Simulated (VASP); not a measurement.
A run of VASP 6.6.1:

File INCAR:

```
  PREC = Accurate
  ENCUT = 600
  EDIFF = 1E-6
  ISMEAR = 0
  SIGMA = 0.1
  LREAL = False
  LASPH = True
  NELM = 80
  ALGO = Fast
  ISIF = 3
  LWAVE = False
  LCHARG = False
  GGA = PE
  IBRION = 2
  NSW = 90
  EDIFFG = -0.04
```

KPOINTS

```
Automatic mesh
0
Gamma
  4 4 4
```

POSCAR

```
Cu
1.0
   -2.9355627884      2.9355627884      2.9355627884
    2.9355627884     -2.9355627884      2.9355627884
    2.9355627884      2.9355627884     -2.9355627884
Cu
8
Direct
    0.2060000000      0.2060000000      0.2060000000
    0.5000000000      0.0000000000      0.2940000000
    0.2940000000      0.5000000000      0.0000000000
    0.0000000000      0.2940000000      0.5000000000
    0.7940000000      0.7940000000      0.7940000000
    0.5000000000      0.0000000000      0.7060000000
    0.7060000000      0.5000000000      0.0000000000
    0.0000000000      0.7060000000      0.5000000000
```

Potentials or basis: VASP PAW PBE potentials, release 64 (Cu).

Launch:

```console
$ cat potpaw_PBE.64/Cu/POTCAR > POTCAR
$ mpirun -np 1 vasp_std > vasp.out
```

Hardware: 1 thread of Intel(R) Xeon(R) Platinum 8488C (Sapphire Rapids), with other jobs on the host.

Question: Estimate the wall time of this run.

Answer: Wall time 7.2 min on 1 thread of Intel(R) Xeon(R) Platinum 8488C (Sapphire Rapids) (shared host), peak memory 0.27 GiB. Counts: scf iterations 134, k points 8, ion steps 11.
